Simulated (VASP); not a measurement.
Here is a VASP 6.6.1 calculation.

INCAR

```
PREC = Accurate
ENCUT = 520
EDIFF = 1E-7
ISMEAR = -1
SIGMA = 0.05
LREAL = F
LASPH = T
NELM = 100
ALGO = Normal
ISIF = 2
LWAVE = F
LCHARG = F
GGA = CA
NBANDS = 20
```

The input KPOINTS:

```
Automatic mesh
0
Gamma
  14 14 14
```

The input POSCAR:

```
Tl
1.0
   -2.9782165956      2.9782165956      1.5712027228
    2.9782165956     -2.9782165956      1.5712027228
    2.9782165956      2.9782165956     -1.5712027228
Tl
2
Direct
   -0.3750000000     -0.1250000000     -0.2500000000
    0.3750000000      0.1250000000      0.2500000000
```

Potentials or basis: VASP PAW LDA potentials, release 64 (Tl_d).

Launch:

```console
$ cat potpaw_LDA.64/Tl_d/POTCAR > POTCAR
$ mpirun -np 1 vasp_std > vasp.out
```

(1) What does it give for the band gap on the k mesh?

(2) What does it give for the pressure?

Answers

(1) zero (band 13 reaches 9.53 eV, above the bottom of band 14 at 3.15 eV).

(2) 1.3 GPa.

Caveat: spin-orbit coupling is left out, which moves the levels of the heavy elements.
